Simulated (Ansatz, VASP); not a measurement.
# Two plane-wave programs on Si3F

```
Si F
1.0
    -2.46655    2.46655    2.46655
     2.46655   -2.46655    2.46655
     2.46655    2.46655   -2.46655
Si F
3 1
Direct
  0.00000 0.50000 0.50000
  0.50000 0.00000 0.50000
  0.50000 0.50000 0.00000
  0.00000 0.00000 0.00000
```

Alike in both runs: task relaxation of cell and atoms; functional PBE; k mesh 14 × 14 × 14; occupations gaussian, width 0.1 eV; no spin polarisation.

|  | VASP | Ansatz |
| --- | --- | --- |
| version | VASP 6.6.1 | Ansatz 0.2.0 |
| potentials or method | VASP PAW PBE potentials, release 64 (Si, F), cutoff 600 eV | scalar-relativistic, plane waves, PAW |
| valence electrons in the cell | 19 | 19 |

Ansatz gave:

- gap on the k mesh at the Fermi level, each at its own relaxed structure (eV): none
- relaxed volume (Å³/atom): 14.94
- relaxed cell length with the largest relative difference (Å): 4.266

Q: Estimate VASP's values.

A: gap on the k mesh at the Fermi level, each at its own relaxed structure (eV): none; relaxed volume (Å³/atom): 14.90; relaxed cell length with the largest relative difference (Å): 4.263.

A gap of «none» marks a metal or a gap that the smearing closes.
